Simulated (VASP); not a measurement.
Write the native input for VASP 6.6.1 that does the following.

| Property | Result |
| --- | --- |
| Task | single point |
| Functional | LDA |
| Potentials or basis | VASP PAW LDA potentials, release 64 (La, Si, Ru_pv) |
| Cutoff | 520 eV |
| k mesh | 8 × 8 × 5 |
| Occupations | fermi-dirac, width 0.05 eV |
| Spin | no spin polarisation |
| Dipole correction | no |
| Further INCAR settings | ALGO = Normal; EDIFF = 1e-07; NBANDS = 38 |

The structure of LaSiRu lies in POSCAR:

```
LaSiRu
1.0
    4.1816048253      0.0000000000      0.0000000000
    0.0000000000      4.1816048253      0.0000000000
    0.0000000000      0.0000000000      6.9539744411
La Si Ru
2 2 2
Direct
    0.5000000000      0.0000000000      0.6798629394
    0.0000000000      0.5000000000      0.3201370606
    0.5000000000      0.0000000000      0.1690698531
    0.0000000000      0.5000000000      0.8309301469
    0.0000000000      0.0000000000      0.0000000000
    0.5000000000      0.5000000000      0.0000000000
```

These files were run (other wordings do the same):

INCAR

```
PREC     = Accurate       # precision mode
ENCUT    = 520            # plane-wave cutoff, eV
EDIFF    = 1E-7           # SCF threshold, eV
ISMEAR   = -1             # smearing method
SIGMA    = 0.05           # smearing width, eV
LREAL    = False          # projectors in reciprocal space
LASPH    = True           # aspherical terms in the spheres
NELM     = 100            # most SCF steps
ALGO     = Normal         # electronic algorithm
ISIF     = 2              # what is computed and relaxed
LWAVE    = False          # write WAVECAR
LCHARG   = False          # write CHGCAR
GGA      = CA             # functional
NBANDS   = 38             # bands
```

KPOINTS

```
Automatic mesh
0
Gamma
  8 8 5
```

Potentials or basis: VASP PAW LDA potentials, release 64 (La, Si, Ru_pv).

Launch:

```sh
$ cat potpaw_LDA.64/La/POTCAR potpaw_LDA.64/Si/POTCAR potpaw_LDA.64/Ru_pv/POTCAR > POTCAR
$ mpirun -np 1 vasp_std > vasp.out
```

Results of the run:

```
Pressure               : 0.2 GPa
Largest force          : 0.040 eV/Å
Band gap on the k mesh : zero (bands 29 and 30 overlap by 0.96 eV)
```

Caveat: spin-orbit coupling is left out, which moves the levels of the heavy elements.

Wall time 110 s on 1 thread of Intel(R) Xeon(R) 6975P-C (Granite Rapids) (shared host), peak memory 0.33 GiB.
